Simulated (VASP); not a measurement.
The system is VN.

```
V N
1.0
     0.00000    2.17168    2.17168
     2.17168    0.00000    2.17168
     2.17168    2.17168    0.00000
V N
1 1
Cartesian
  0.0000 0.0000 0.0000
  2.1717 2.1717 2.1717
```

| Quantity | Value |
| --- | --- |
| Program | VASP 6.6.1 |
| Task | relaxation of cell and atoms |
| Functional | PBE |
| Potentials or basis | VASP PAW PBE potentials, release 64 (V_sv, N) |
| Cutoff | 600 eV |
| k mesh | 7 × 7 × 7 |
| Occupations | fermi-dirac, width 0.1 eV |
| Spin | collinear spin, ferromagnetic start |
| Starting moments | [-0.5, -1.0] μB |
| Hubbard terms | V d U = 1.92 eV |

At the start: pressure -31.8 GPa; volume 10.24 Å³/atom.

Question: How do energy, volume and symmetry change on relaxing?

Answer: Over 7 steps the energy falls by 153.1 meV/atom and the volume is 8.88 Å³/atom (-13.3 %); space group Fm-3m (No. 225, to 0.05 Å); moment 0.00 μB per cell.

The path:
```tsv
step	energy change (eV)	largest force (eV/Å)	pressure (GPa)	volume (Å³)
1	0.0000	0.0000	-31.76	20.48
2	0.2290	0.0000	72.66	15.03
3	-0.3058	0.0000	-1.67	17.86
4	-0.3063	0.0000	-0.33	17.78
5	-0.3062	0.0000	0.56	17.73
6	-0.3062	0.0000	-0.61	17.80
7	-0.3063	0.0000	0.00	17.77
```

Final structure:
```
V N
1.0
     0.00000    2.07102    2.07102
     2.07102    0.00000    2.07102
     2.07102    2.07102    0.00000
V N
1 1
Direct
  0.00000 0.00000 0.00000
  0.50000 0.50000 0.50000
```
